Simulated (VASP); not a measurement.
# Fe (P6_3/mmc) in VASP: further runs

The runs below take Fe through single point, with PBE.

Program: VASP 6.6.1. These are calculated values, not measurements. Logs are shortened: lines on timing, memory, paths and dates and some standing lists are left out, and cuts for length are marked.

### Step 1. The cell of the first run

The structure is hexagonal, space group P6_3/mmc (No. 194). The conventional cell has a = 2.525 Å, b = 2.525 Å, c = 4.374 Å, α = 90.00°, β = 90.00°, γ = 120.00°. Fe (site symmetry -6m2) has 12 Fe at 2.52 to 2.63 Å within 3.3 Å.

This isn't the form of Fe at room conditions, which is bcc.

### Step 2. Single point, PBE

INCAR

```
SYSTEM = Fe
  ALGO = Normal
  EDIFF = 1E-7
  ENCUT = 520
  GGA = PE
  ISIF = 2
  ISMEAR = 0
  LASPH = .TRUE.
  LCHARG = .FALSE.
  LREAL = .FALSE.
  LWAVE = .FALSE.
  NBANDS = 15
  NELM = 60
  PREC = Accurate
  SIGMA = 0.05
```

KPOINTS

```
k-points
0
G
  18 18 10
  0 0 0
```

POSCAR

```
Fe
1.0
    2.5248651795      0.0000000000      0.0000000000
   -1.2624325897      2.1865973866      0.0000000000
    0.0000000000      0.0000000000      4.3740008733
Fe
2
Direct
    0.3333333333      0.6666666667      0.7500000000
    0.6666666667      0.3333333333      0.2500000000
```

Potentials or basis: VASP PAW PBE potentials, release 64 (Fe).

On the command line:

```sh
cat potpaw_PBE.64/Fe/POTCAR > POTCAR
mpirun -np 1 vasp_std > vasp.out
```

OUTCAR:

```text
SYSTEM = Fe
   EDIFF = 1E-7
   ENCUT = 520
   GGA = PE
   ISIF = 2
   ISMEAR = 0
   LASPH = .TRUE.
   LREAL = .FALSE.
   NELM = 60
   PREC = Accurate

 ion  position               nearest neighbor table
   1  0.333  0.667  0.750-   2 2.63   2 2.63   2 2.63   2 2.63   2 2.63   2 2.63
   2  0.667  0.333  0.250-   1 2.63   1 2.63   1 2.63   1 2.63   1 2.63   1 2.63

  LATTYP: Found a hexagonal cell.
 ALAT       =     2.5248651795
 C/A-ratio  =     1.7323700722

  Lattice vectors:

 A1 = (   2.5248651795,   0.0000000000,   0.0000000000)
 A2 = (  -1.2624325897,   2.1865973866,   0.0000000000)
 A3 = (   0.0000000000,   0.0000000000,   4.3740008733)

Analysis of symmetry for initial positions (statically):
=====================================================================
 Subroutine PRICEL returns:
 Original cell was already a primitive cell.

 Routine SETGRP: Setting up the symmetry group for a
 hexagonal supercell.

 Subroutine GETGRP returns: Found 24 space group operations
 (whereof 12 operations were pure point group operations)
 out of a pool of 24 trial point group operations.

The static configuration has the point symmetry D_3d.
 The point group associated with its full space group is D_6h.

Analysis of symmetry for dynamics (positions and initial velocities):
=====================================================================
 Subroutine PRICEL returns:
 Original cell was already a primitive cell.

 Routine SETGRP: Setting up the symmetry group for a
 hexagonal supercell.

 Subroutine GETGRP returns: Found 24 space group operations
 (whereof 12 operations were pure point group operations)
 out of a pool of 24 trial point group operations.

The dynamic configuration has the point symmetry D_3d.
 The point group associated with its full space group is D_6h.

 Subroutine INISYM returns: Found 24 space group operations
 (whereof 12 operations are pure point group operations),
 and found     1 'primitive' translations

----------------------------------------------------------------------------------------

                                     Primitive cell

  volume of cell :      24.1483

  direct lattice vectors                    reciprocal lattice vectors
     2.524865179  0.000000000  0.000000000     0.396060751  0.228665781  0.000000000
    -1.262432590  2.186597387  0.000000000     0.000000000  0.457331563  0.000000000
     0.000000000  0.000000000  4.374000873     0.000000000  0.000000000  0.228623640

  length of vectors
     2.524865179  2.524865179  4.374000873     0.457331563  0.457331563  0.228623640
[... 93 lines left out ...]
   NUPDOWN=      -1.0000    fix difference up-down
   EMIN   =  10.00;   EMAX   =-10.00  energy-range for DOS
   EFERMI =   0.00;   METHOD = LEGACY
   ISMEAR =     0;   SIGMA  =   0.05  broadening in eV -4-tet -1-fermi 0-gaus
   EFERMI_NEDOS =   21; number of points for ismear=-14 and -15
   IALGO  =     38    algorithm
   IMIX   =      4    mixing-type and parameters
     AMIX     =   0.40;   BMIX     =  1.00
     AMIX_MAG =   1.60;   BMIX_MAG =  1.00
  volume/ion in A,a.u.               =      12.07        81.48
  Fermi-wavevector in a.u.,A,eV,Ry     =   1.427204  2.697025 27.713878  2.036913
  Thomas-Fermi vector in A             =   2.547399
   LORBIT       =      0    0 simple, 1 ext, 2 COOP (PROOUT), +10 PAW based schemes
   GGA     = PE    functional components
   LHFCALC =     F    Hartree Fock is set to
   AEXX    =    0.0000 exact exchange contribution
   IVDW    =     0    specifies the selected vdW correction
   LEPSILON=     F    determine dielectric tensor
   LRPA    =     F    only Hartree local field effects (RPA)
 non-spin polarized calculation
 Gauss-broadening in eV      SIGMA  =   0.05
  energy-cutoff  :      520.00
  volume of cell :       24.15
 maximum number of plane-waves:       665
 NGX is ok and might be reduce to    20
   NGX =  9   NGY =  9   NGZ = 17

 number of electron      15.9999998 magnetization

 Free energy of the ion-electron system (eV)
  ---------------------------------------------------
  ext. energy  EPLUGINS =         0.00000000
  ---------------------------------------------------
  free energy    TOTEN  =       -15.72820067 eV

  energy without entropy =      -15.72463688  energy(sigma->0) =      -15.72641878

 E-fermi :   5.1363     XC(G=0): -12.8238

 val. band max:        5.1328647596   @ k =   0.3889  -0.0000   0.4000
 cond. band min:       5.1415214017   @ k =   0.3889   0.1667   0.3000
 fundamental gap:      0.0086566422
 Fermi energy:         5.1363073950

 k-point     1 :       0.0000    0.0000    0.0000
  band No.  band energies     occupation
      1      -2.8083      2.00000
      2       1.0038      2.00000
      3       3.4921      2.00000
      4       3.8956      2.00000
      5       3.8956      2.00000
      6       4.1462      2.00000
      7       4.1462      2.00000
      8       4.7714      2.00000
      9       4.8152      2.00000
     10       4.8152      2.00000
     11       5.6904      0.00000
     12       5.6904      0.00000
     13      11.1575      0.00000
     14      26.8258      0.00000
[... 401 lines left out ...]
      2       1.8423      2.00000
      3       1.9496      2.00000
      4       3.4002      2.00000
      5       3.6706      2.00000
      6       3.9157      2.00000
      7       4.0638      2.00000
      8       5.6559      0.00000
      9       5.7017      0.00000
     10       5.9284      0.00000
     11       7.4047      0.00000
     12      10.5205      0.00000
     13      14.2071      0.00000
     14      14.9580      0.00000
     15      18.1127      0.00000

 [... further k-points ...]

------------------------ aborting loop because EDIFF is reached ----------------------------------------

  FORCE on cell =-STRESS in cart. coord.  units (eV):
  Direction    XX          YY          ZZ          XY          YZ          ZX
  --------------------------------------------------------------------------------------
  -------------------------------------------------------------------------------------
  Total       -3.5727722     -3.5727722     -7.2234167     -0.0000000     -0.0000000      0.0000000
  in kB     -237.0445784   -237.0445784   -479.2557876     -0.0000000     -0.0000000      0.0000000
  external PRESSURE =    -317.7816481 kB  Pullay stress =       0.0000000 kB

 VOLUME and BASIS-vectors are now :
 -----------------------------------------------------------------------------
  energy-cutoff  :      520.00
  volume of cell :       24.15
      direct lattice vectors                 reciprocal lattice vectors
     2.524865179  0.000000000  0.000000000     0.396060751  0.228665781  0.000000000
    -1.262432590  2.186597387  0.000000000     0.000000000  0.457331563  0.000000000
     0.000000000  0.000000000  4.374000873     0.000000000  0.000000000  0.228623640

 POSITION                                       TOTAL-FORCE (eV/Angst)
 -----------------------------------------------------------------------------------
     -0.00000      1.45773      3.28050         0.000000     -0.000000      0.000000
      1.26243      0.72887      1.09350        -0.000000      0.000000      0.000000
 -----------------------------------------------------------------------------------
    total drift:                                0.000000     -0.000000     -0.000000

  FREE ENERGIE OF THE ION-ELECTRON SYSTEM (eV)
  ---------------------------------------------------
  free  energy   TOTEN  =       -15.7282006709 eV

  energy  without entropy=      -15.7246368823  energy(sigma->0) =      -15.72641878
```

OSZICAR:

```text
N       E                     dE             d eps       ncg     rms          rms(c)
DAV:   1     0.747371249206E+02    0.74737E+02   -0.72325E+03  6780   0.137E+03
DAV:   2    -0.171342872716E+02   -0.91871E+02   -0.82470E+02  6660   0.237E+02
DAV:   3    -0.190861740639E+02   -0.19519E+01   -0.18428E+01  8004   0.497E+01
DAV:   4    -0.190983122985E+02   -0.12138E-01   -0.12136E-01  8074   0.335E+00
DAV:   5    -0.190984697949E+02   -0.15750E-03   -0.15749E-03  8193   0.373E-01    0.152E+01
DAV:   6    -0.162238585224E+02    0.28746E+01   -0.17657E+01  7143   0.842E+01    0.547E+00
DAV:   7    -0.157595423705E+02    0.46432E+00   -0.19518E+00  7444   0.275E+01    0.973E-01
DAV:   8    -0.157383706743E+02    0.21172E-01   -0.11825E-02  9996   0.160E+00    0.502E-01
DAV:   9    -0.157282948448E+02    0.10076E-01   -0.26368E-03 10207   0.755E-01    0.102E-01
DAV:  10    -0.157282090878E+02    0.85757E-04   -0.38610E-04  8481   0.382E-01    0.494E-02
DAV:  11    -0.157282021839E+02    0.69039E-05   -0.26562E-05  8594   0.109E-01    0.645E-03
DAV:  12    -0.157282007453E+02    0.14386E-05   -0.21342E-06  8442   0.281E-02    0.115E-03
DAV:  13    -0.157282006709E+02    0.74374E-07   -0.53068E-08  4998   0.244E-03
   1 F= -.15728201E+02 E0= -.15726419E+02  d E =-.356379E-02
```

It took 29 s on 1 thread of Intel Xeon 6975P-C (Granite Rapids), shared host; peak memory 0.19 GiB.

Results:

| Quantity | Value |
| --- | --- |
| Free energy | -15.7282 eV |
| Pressure | -31.8 GPa |
| Band gap on the k mesh | zero (bands 8 and 9 overlap by 1.30 eV) |

Caveat: the cell stands under tension; the run has no spin polarisation, though such a crystal can be magnetic. Spin polarisation is off, so any magnetic state and its effect on volume and gap are missing.

### Step 3. Single point, PBE, collinear spin, ferromagnetic start

INCAR

```
  PREC = Accurate
  ENCUT = 520
  EDIFF = 1E-6
  ISMEAR = 0
  SIGMA = 0.05
  LREAL = False
  LASPH = True
  NELM = 150
  ALGO = Normal
  ISIF = 2
  LWAVE = False
  LCHARG = False
  ISPIN = 2
  MAGMOM = 2.5 2.5
  LORBIT = 11
  LMAXMIX = 4
  GGA = PE
  NBANDS = 19
```

KPOINTS

```
Automatic mesh
0
Gamma
  18 18 10
```

POSCAR is that of step 2.

Potentials or basis: VASP PAW PBE potentials, release 64 (Fe).

On the command line:

```sh
cat potpaw_PBE.64/Fe/POTCAR > POTCAR
mpirun -np 1 vasp_std > vasp.out
```

Run time: 95 s. Hardware: 1 thread of Intel Xeon 6975P-C (Granite Rapids), shared host; peak memory 0.26 GiB.

Results (log left out):

- Free energy: -16.0935 eV
- Pressure: -0.1 GPa
- Net moment: 5.18 μB per cell
- Site moments: Fe +2.58 μB
- Valence electrons inside the program's atomic spheres: Fe 7.16

Stress tensor (GPa, compression positive):
```
-0.17  0.00  0.00
 0.00 -0.17  0.00
 0.00  0.00 -0.01
```

Levels at points of the mesh, in eV from the Fermi level:
Spin up:
```
           k point  band 9  band 10  band 11  band 12  band 13  band 14
(0.00, 0.00, 0.00)   -1.59    -0.75    -0.75    -0.74     5.23    21.48
(0.50, 0.00, 0.00)   -0.32    -0.22     1.53     3.46     8.72     9.33
(0.00, 0.00, 0.50)   -1.03    -1.03    -1.03    -1.03    12.51    12.51
(0.50, 0.00, 0.50)   -0.26    -0.26     1.61     1.61     7.08     7.08
```
Spin down:
```csv
k point,band 1,band 2,band 3,band 4,band 5,band 6,band 7,band 8,band 9,band 10
"(0.00, 0.00, 0.00)",-8.08,-3.60,-0.55,-0.48,0.09,0.09,0.38,0.38,1.32,1.32
"(0.50, 0.00, 0.00)",-3.03,-2.73,-2.32,-1.02,-0.20,0.04,0.35,2.43,2.46,2.57
"(0.00, 0.00, 0.50)",-6.09,-6.09,-0.99,-0.99,0.11,0.11,0.11,0.11,1.95,1.95
"(0.50, 0.00, 0.50)",-3.10,-3.10,-1.59,-1.59,0.91,0.91,1.27,1.27,2.52,2.52
```

### Step 4. Single point, PBE, collinear spin, antiferromagnetic start

INCAR

```
SYSTEM = Fe
ALGO = Normal ; EDIFF = 1E-7
ENCUT = 520 ; GGA = PE
ISIF = 2 ; ISMEAR = 0
ISPIN = 2 ; LASPH = .True.
LCHARG = .False. ; LMAXMIX = 4
LORBIT = 11 ; LREAL = .False.
LWAVE = .False. ; MAGMOM = 2.5 -2.5
NBANDS = 19 ; NELM = 150
PREC = Accurate ; SIGMA = 0.05
```

KPOINTS

```
k-points
0
Gamma
  18 18 10
  0 0 0
```

POSCAR is that of step 3.

On the command line:

```sh
cat potpaw_PBE.64/Fe/POTCAR > POTCAR
mpirun -np 1 vasp_std > vasp.out
```

Wall time 94 s (1 thread of Intel Xeon 6975P-C (Granite Rapids), shared host); peak memory 0.26 GiB.

It converged, with:

```yaml
Free_energy: -16.0221 eV
Pressure: -13.5 GPa
Band_gap_on_the_k_mesh: zero (filled and empty bands overlap)
Net_moment: 0.00 μB per cell
Site_moments: Fe +2.08, -2.08 μB
Valence_electrons_inside_the_program's_atomic_spheres: Fe 7.15
```

Stress tensor (GPa, compression positive):
```
-10.45   0.00   0.00
  0.00 -10.45   0.00
  0.00   0.00 -19.64
```

Levels at points of the mesh, in eV from the Fermi level:
Spin up:
| k point | band 6 | band 7 | band 8 | band 9 | band 10 | band 11 |
| --- | --- | --- | --- | --- | --- | --- |
| (0.00, 0.00, 0.00) | -1.26 | -1.26 | -0.69 | -0.17 | -0.17 | 1.28 |
| (0.50, 0.00, 0.00) | -1.28 | -0.89 | -0.11 | 1.13 | 2.03 | 2.11 |
| (0.00, 0.00, 0.50) | -1.43 | -1.35 | -1.35 | 0.01 | 0.01 | 1.26 |
| (0.50, 0.00, 0.50) | -0.37 | -0.12 | 0.49 | 0.72 | 1.94 | 2.03 |
Spin down:
| k point | band 5 | band 6 | band 7 | band 8 | band 9 | band 10 | band 11 | band 12 |
| --- | --- | --- | --- | --- | --- | --- | --- | --- |
| (0.00, 0.00, 0.00) | -1.74 | -1.26 | -1.26 | -0.69 | -0.17 | -0.17 | 1.28 | 1.28 |
| (0.50, 0.00, 0.00) | -1.83 | -1.28 | -0.89 | -0.11 | 1.13 | 2.03 | 2.11 | 4.16 |
| (0.00, 0.00, 0.50) | -2.12 | -1.43 | -1.35 | -1.35 | 0.01 | 0.01 | 1.26 | 1.26 |
| (0.50, 0.00, 0.50) | -1.59 | -0.37 | -0.12 | 0.49 | 0.72 | 1.94 | 2.03 | 2.05 |

Caveat: the cell stands under tension.

### Step 5. Single point, PBE, collinear spin, ferromagnetic start

INCAR

```
PREC = Accurate
ENCUT = 520
EDIFF = 1E-6
ISMEAR = 0
SIGMA = 0.05
LREAL = False
LASPH = True
NELM = 150
ALGO = Normal
ISIF = 2
LWAVE = False
LCHARG = True
ISPIN = 2
MAGMOM = 0.5 0.5
LORBIT = 11
LMAXMIX = 4
GGA = PE
LELF = True
LVHAR = True
NBANDS = 19
```

KPOINTS

```
Automatic mesh
0
Gamma
  18 18 10
```

POSCAR is that of step 4.

On the command line:

```sh
cat potpaw_PBE.64/Fe/POTCAR > POTCAR
mpirun -np 1 vasp_std > vasp.out
```

It took 1.7 min on 1 thread of Intel Xeon 6975P-C (Granite Rapids), shared host; peak memory 0.26 GiB.

The run converged. Its results:

```
Free energy                                           : -15.7282 eV
Pressure                                              : -31.8 GPa
Band gap on the k mesh                                : zero (filled and empty bands overlap)
Net moment                                            : 0.00 μB per cell
Valence electrons inside the program's atomic spheres : Fe 7.14
```

Stress tensor (GPa, compression positive):
```
-23.71   0.00   0.00
  0.00 -23.71   0.00
  0.00   0.00 -47.93
```

Levels at points of the mesh, in eV from the Fermi level:
Spin up:
| k point | band 6 | band 7 | band 8 | band 9 | band 10 | band 11 |
| --- | --- | --- | --- | --- | --- | --- |
| (0.00, 0.00, 0.00) | -0.99 | -0.99 | -0.36 | -0.32 | -0.32 | 0.55 |
| (0.50, 0.00, 0.00) | -1.15 | -1.08 | 0.67 | 0.87 | 0.97 | 2.32 |
| (0.00, 0.00, 0.50) | -1.24 | -1.24 | -1.24 | 0.25 | 0.25 | 0.25 |
| (0.50, 0.00, 0.50) | -0.33 | 0.15 | 0.15 | 0.93 | 0.93 | 2.18 |
Spin down:
| k point | band 5 | band 6 | band 7 | band 8 | band 9 | band 10 | band 11 | band 12 |
| --- | --- | --- | --- | --- | --- | --- | --- | --- |
| (0.00, 0.00, 0.00) | -1.24 | -0.99 | -0.99 | -0.36 | -0.32 | -0.32 | 0.55 | 0.55 |
| (0.50, 0.00, 0.00) | -1.36 | -1.15 | -1.08 | 0.67 | 0.87 | 0.98 | 2.32 | 4.19 |
| (0.00, 0.00, 0.50) | -1.24 | -1.24 | -1.24 | -1.24 | 0.26 | 0.26 | 0.26 | 0.26 |
| (0.50, 0.00, 0.50) | -0.33 | -0.33 | 0.15 | 0.15 | 0.93 | 0.93 | 2.18 | 2.18 |

Caveat: the cell stands under tension.

### Step 6. The runs side by side

| spin | gap on the mesh (eV) | pressure (GPa) | moment (μB) |
| --- | --- | --- | --- |
| off | none | -31.8 | - |
| collinear, ferromagnetic start | none | -31.8 | 0.00 |
| collinear, antiferromagnetic start | none | -13.5 | 0.00 |

Alike in all rows: task single point; level PBE; potentials or basis VASP PAW PBE potentials, release 64 (Fe); cell as given; k mesh 18 × 18 × 10; cutoff (eV) 520; smearing gaussian 0.05 eV.

Caveats: the cell stands under tension.

Absolute energies hang on the potentials; compare differences alone.
